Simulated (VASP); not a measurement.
Runs of VASP 6.6.1 on Al. The structure is that of space group Fm-3m (No. 225), or close to it. The cells are those of the table. 

```csv
cell,k mesh,gap on the mesh (eV),pressure (GPa)
"a = 2.938 Å, angles 60.0°, 1 atom",4 × 4 × 4,none,-5.1
"a = 2.825 Å, angles 60.0°, 1 atom",4 × 4 × 4,none,4.1
"a = 2.785 Å, angles 60.0°, 1 atom",4 × 4 × 4,none,8.7
"a = 2.825 Å, angles 60.0°, 1 atom",12 × 12 × 12,none,3.0
"a = 2.864 Å, angles 60.0°, 1 atom",4 × 4 × 4,none,0.4
"a = 2.901 Å, angles 60.0°, 1 atom",4 × 4 × 4,none,(a)
"a = 2.938 Å, angles 60.0°, 1 atom",12 × 12 × 12,none,-5.4
"a = 2.785 Å, angles 60.0°, 1 atom",12 × 12 × 12,none,7.2
"a = 2.785 Å, angles 60.0°, 1 atom",8 × 8 × 8,none,(c)
"a = 2.825 Å, angles 60.0°, 1 atom",8 × 8 × 8,none,3.0
"a = 2.938 Å, angles 60.0°, 1 atom",8 × 8 × 8,none,(b)
```

Alike in all rows: task single point; level PBE; potentials or basis VASP PAW PBE potentials, release 64 (Al); no spin polarisation; cutoff (eV) 500; smearing fermi-dirac 0.1 eV.

Task: Fill in the values left out.

Result: (a) -2.6; (b) -5.6; (c) 7.4.

Caveats: some runs use coarse meshes.

A gap of «none» marks levels without a gap at the run's occupations.
